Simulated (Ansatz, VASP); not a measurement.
# Two plane-wave programs on Sc4Al

INCAR

```
SYSTEM = Sc4Al
PREC = Accurate
ENCUT = 520
EDIFF = 1E-6
ISMEAR = 0
SIGMA = 0.1
LREAL = .False.
LASPH = .True.
NELM = 100
ALGO = Fast
ISIF = 2
LWAVE = .False.
LCHARG = .False.
GGA = PE
NBANDS = 32
```

File KPOINTS:

```
regular mesh
0
Gamma
  6 6 6
  0 0 0
```

POSCAR

```
Sc4Al
1.0
    2.3299256300      1.3451831900      4.7559407900
   -2.3299256300      1.3451831900      4.7559407900
    0.0000000000     -2.6903663800      4.7559407900
Sc Al
4 1
Direct
    0.7000000000      0.7000000000      0.7000000000
    0.1000000000      0.1000000000      0.1000000000
    0.9000000000      0.9000000000      0.9000000000
    0.3000000000      0.3000000000      0.3000000000
    0.5000000000      0.5000000000      0.5000000000
```

Input for Ansatz:

```yaml
crystal:
  lattice:
    - [2.32992563, 1.34518319, 4.75594079]
    - [-2.32992563, 1.34518319, 4.75594079]
    - [0.0, -2.69036638, 4.75594079]
  atoms:
    - { symbol: Sc, position: [0.7, 0.7, 0.7] }
    - { symbol: Sc, position: [0.1, 0.1, 0.1] }
    - { symbol: Sc, position: [0.9, 0.9, 0.9] }
    - { symbol: Sc, position: [0.3, 0.3, 0.3] }
    - { symbol: Al, position: [0.5, 0.5, 0.5] }
basis:
  ecutwfc: 420
kpoints:
  mp_grid: { grid: [6, 6, 6] }
hamiltonian:
  xc: pbe
scf:
  occupations: { method: gaussian, width: 0.1 }
  lower_state_search: "off"
output:
  forces: true
  stress: true
  eigenvalues: true
```

Alike in both runs: task single point; functional PBE; k mesh 6 × 6 × 6; occupations gaussian, width 0.1 eV; no spin polarisation.

```csv
,VASP,Ansatz
version,VASP 6.6.1,Ansatz 0.2.0
potentials or method,"VASP PAW PBE potentials, release 64 (Sc_sv, Al), cutoff 520 eV","scalar-relativistic, plane waves, PAW"
valence electrons in the cell,47,47
```

|  | VASP | Ansatz | Ansatz less VASP |
| --- | --- | --- | --- |
| gap on the k mesh at the Fermi level (eV) | none | none | - |
| pressure (GPa) | 20.3 | 20.2 | -0.17 |
| traceless stress, the component that is largest in VASP (GPa) | 3.98 | 3.99 | +0.013 |
| rms of the force components (eV/Å) | 0.346 | 0.345 | -0.0009 |

Atom by atom the forces differ by 0.001 eV/Å (rms over components). A gap of «none» marks a metal or a gap that the smearing closes.
